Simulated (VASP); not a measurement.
# Mg: single point with PBEsol

The system is Mg.

```
Mg
1.0
     3.20170    0.00000    0.00000
    -1.60085    2.77275    0.00000
     0.00000    0.00000    5.19860
Mg
2
Direct
  0.33333 0.66667 0.25000
  0.66667 0.33333 0.75000
```

```
Program             : VASP 6.6.1
Task                : single point
Functional          : PBEsol
Potentials or basis : VASP PAW PBE potentials, release 64 (Mg)
Cutoff              : 520 eV
k mesh              : 9 × 9 × 5
Occupations         : fermi-dirac, width 0.05 eV
Spin                : no spin polarisation
```

```yaml
Pressure: -1.0 GPa
Band_gap_on_the_k_mesh: zero (band 2 reaches 3.55 eV, above the bottom of band 3 at 1.33 eV)
```

Stress tensor (GPa, compression positive):
```
-1.01  0.00  0.00
 0.00 -1.01  0.00
 0.00  0.00 -0.88
```

Levels at points of the mesh, in eV from the Fermi level:
| k point | band 1 | band 2 | band 3 | band 4 | band 5 | band 6 |
| --- | --- | --- | --- | --- | --- | --- |
| (0.00, 0.00, 0.00) | -6.86 | -1.63 | -1.19 | 10.95 | 10.95 | 11.05 |

Run time: 12 s on 1 thread of AMD EPYC 7R13, with other jobs on the host, peak memory 0.13 GiB.

Caveat: the PAW data sets were made with another functional, which shifts forces and pressure a little.
